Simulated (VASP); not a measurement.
TiAl: single point with LDA

TiAl:

```
Ti Al
1.0
     2.78044    0.00000    0.00000
     0.00000    3.46774    0.00000
     0.00000    0.00000    3.12409
Ti Al
1 1
Cartesian
  0.0000 0.0000 0.0000
  1.3902 1.7339 1.5620
```

This cell differs from its parent crystal: normal strain along x -0.1100, normal strain along y +0.1100.

* Program: VASP 6.6.1
* Task: single point
* Functional: LDA
* Potentials or basis: VASP PAW LDA potentials, release 64 (Ti_sv, Al)
* Cutoff: 520 eV
* k mesh: 14 × 14 × 14
* Occupations: gaussian, width 0.15 eV
* Spin: no spin polarisation
* Dipole correction: no
* Further INCAR settings: ALGO = Fast; EDIFF = 1e-06; NBANDS = 14

The pressure is 2.5 GPa and the band gap on the k mesh is zero (an odd number of electrons rules out a gap without spin polarisation).

Stress tensor (GPa, compression positive):
```
 3.50  0.00  0.00
 0.00  7.67  0.00
 0.00  0.00 -3.75
```

Levels at points of the mesh, in eV from the Fermi level:
```csv
k point,band 5,band 6,band 7,band 8,band 9,band 10,band 11,band 12
"(0.00, 0.00, 0.00)",-9.36,-1.74,-1.27,1.51,2.17,2.38,2.71,4.72
"(0.50, 0.00, 0.00)",-4.84,-4.66,-0.85,-0.14,0.25,2.03,4.74,6.74
"(0.00, 0.50, 0.00)",-6.89,-5.35,-0.76,0.17,1.65,2.07,2.79,6.80
"(0.50, 0.50, 0.00)",-4.82,-2.39,-1.22,-1.01,0.55,1.13,2.60,5.23
"(0.00, 0.00, 0.50)",-6.00,-5.19,-1.01,-0.64,1.64,2.57,3.36,6.02
"(0.50, 0.00, 0.50)",-4.30,-1.66,-1.06,-0.83,-0.11,0.28,3.52,5.47
"(0.00, 0.50, 0.50)",-5.71,-2.69,-2.13,-1.59,1.81,1.98,2.35,4.32
"(0.50, 0.50, 0.50)",-3.05,-3.01,-2.99,1.36,2.69,2.96,3.43,3.69
```

It took 8.6 min on 1 thread of Intel Xeon 8259CL, with other jobs on the host, peak memory 0.32 GiB.

Caveat: the cell differs from its parent crystal (normal strain along x -0.1100, normal strain along y +0.1100); the stress differs along the axes, from -4 to 8 GPa.
